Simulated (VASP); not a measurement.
Wanted: the native input for a VASP 6.6.1 run.

```
Task                   : single point
Functional             : PBE
Potentials or basis    : VASP PAW PBE potentials, release 64 (Tl_d)
Cutoff                 : 520 eV
k mesh                 : 14 × 14 × 8
Occupations            : fermi-dirac, width 0.1 eV
Spin                   : no spin polarisation
Dipole correction      : no
Further INCAR settings : ALGO = Normal; EDIFF = 1e-06; NBANDS = 20
```

The structure of Tl lies in POSCAR:

```
Tl
1.0
    2.6084390546      0.0000000000      0.0000000000
   -1.3042195274      2.2589744855      0.0000000000
    0.0000000000      0.0000000000      4.2739893651
Tl
2
Direct
    0.3333333333      0.6666666667      0.2500000000
    0.6666666667      0.3333333333      0.7500000000
```

The input as run:

INCAR

```
SYSTEM = Tl
PREC = Accurate
ENCUT = 520
EDIFF = 1E-6
ISMEAR = -1
SIGMA = 0.1
LREAL = .False.
LASPH = .True.
NELM = 100
ALGO = Normal
ISIF = 2
LWAVE = .False.
LCHARG = .True.
GGA = PE
LELF = .True.
LVHAR = .True.
NBANDS = 20
```

KPOINTS

```
regular mesh
0
Gamma
  14 14 8
  0 0 0
```

Potentials or basis: VASP PAW PBE potentials, release 64 (Tl_d).

The run is started by

```sh
$ cat potpaw_PBE.64/Tl_d/POTCAR > POTCAR
$ mpirun -np 1 vasp_std > vasp.out
```

Results of the run:

```yaml
Pressure: 295.3 GPa
Band_gap_on_the_k_mesh: zero (bands 13 and 14 overlap by 9.47 eV)
```

Caveat: the cell stands under pressure; spin-orbit coupling is left out, which moves the levels of the heavy elements.

Run time: 18 s on 1 thread of AMD EPYC 9R45 96-Core Processor (Zen 5), with other jobs on the host, peak memory 0.14 GiB.
